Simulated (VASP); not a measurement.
Si5F, 6 atoms in the cell. Symmetry: P-62m, No. 189, hexagonal system. Conventional cell: a = 4.465 Å, b = 4.465 Å, c = 4.793 Å, α = 90.00°, β = 90.00°, γ = 120.00°. Si (site symmetry m2m) has 10 Si at 2.57 to 2.82 Å and 2 F at 2.82 Å within 3.4 Å. Within 3.4 Å of Si (site symmetry -6) lie 3 F at 2.58 Å and 9 Si at 2.58 to 2.82 Å. F (site symmetry -62m) has 12 Si at 2.58 to 2.82 Å within 3.4 Å. The cell was built from a structure type or drawn by symmetry, and may not be a known phase.

```yaml
Program: VASP 6.6.1
Task: relaxation of cell and atoms
Functional: PBE
Potentials_or_basis: VASP PAW PBE potentials, release 64 (Si, F)
Cutoff: 600 eV
k_mesh: 6 × 6 × 4
Occupations: gaussian, width 0.1 eV
Spin: no spin polarisation
Dipole_correction: no
Further_INCAR_settings: ALGO = Normal; EDIFF = 1e-06; IBRION = 2; EDIFFG = -0.04; NSW = 90; ISIF = 3
```

Potentials or basis: VASP PAW PBE potentials, release 64 (Si, F).

Command:

```console
$ cat potpaw_PBE.64/Si/POTCAR potpaw_PBE.64/F/POTCAR > POTCAR
$ mpirun -np 1 vasp_std > vasp.out
```

Hardware: 1 thread of AMD EPYC 9R45 (Zen 5), on a shared host.

**Question.** Estimate the wall time of this run.

**Answer.** Wall time 2.2 min on 1 thread of AMD EPYC 9R45 (Zen 5), on a shared host, peak memory 0.18 GiB. Counts: scf iterations 85, k points 21, ion steps 10.
